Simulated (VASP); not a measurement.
Here is a VASP 6.6.1 calculation.

INCAR

```
SYSTEM = AgPtC2N2
  ALGO = Normal
  EDIFF = 1E-6
  ENCUT = 600
  GGA = PE
  GGA_COMPAT = .False.
  ISIF = 2
  ISMEAR = 0
  LASPH = .True.
  LCHARG = .True.
  LELF = .True.
  LREAL = .False.
  LVHAR = .True.
  LWAVE = .False.
  NBANDS = 28
  NELM = 120
  PREC = Accurate
  SIGMA = 0.1
```

The input KPOINTS:

```
k-points
0
Gamma
  14 14 14
  0 0 0
```

Contents of POSCAR:

```
AgPtC2N2
1.0
   -1.5291882146      2.7945957986      5.1304545625
    1.5291882146     -2.7945957986      5.1304545625
    1.5291882146      2.7945957986     -5.1304545625
Ag Pt C N
1 1 2 2
Direct
    0.0000000000      0.0000000000      0.0000000000
    0.5000000000      0.5000000000      0.0000000000
    0.8021712521      0.8021712521      0.0000000000
    0.1978287479      0.1978287479      0.0000000000
    0.6888448603      0.6888448603      0.0000000000
    0.3111551397      0.3111551397      0.0000000000
```

Potentials or basis: VASP PAW PBE potentials, release 64 (Ag, Pt, C, N).

Run with:

```sh
$ cat potpaw_PBE.64/Ag/POTCAR potpaw_PBE.64/Pt/POTCAR potpaw_PBE.64/C/POTCAR potpaw_PBE.64/N/POTCAR > POTCAR
$ mpirun -np 1 vasp_std > vasp.out
```

(1) Predict the pressure.

(2) Estimate the largest force.

(3) Estimate the band gap on the k mesh.

## Answers

(1) 0.3 GPa.

(2) 0.387 eV/Å.

(3) zero (an odd number of electrons rules out a gap without spin polarisation).

Caveat: spin-orbit coupling is left out, which moves the levels of the heavy elements; an odd number of electrons without spin polarisation forces a metal; a magnetic or distorted state may lie lower.
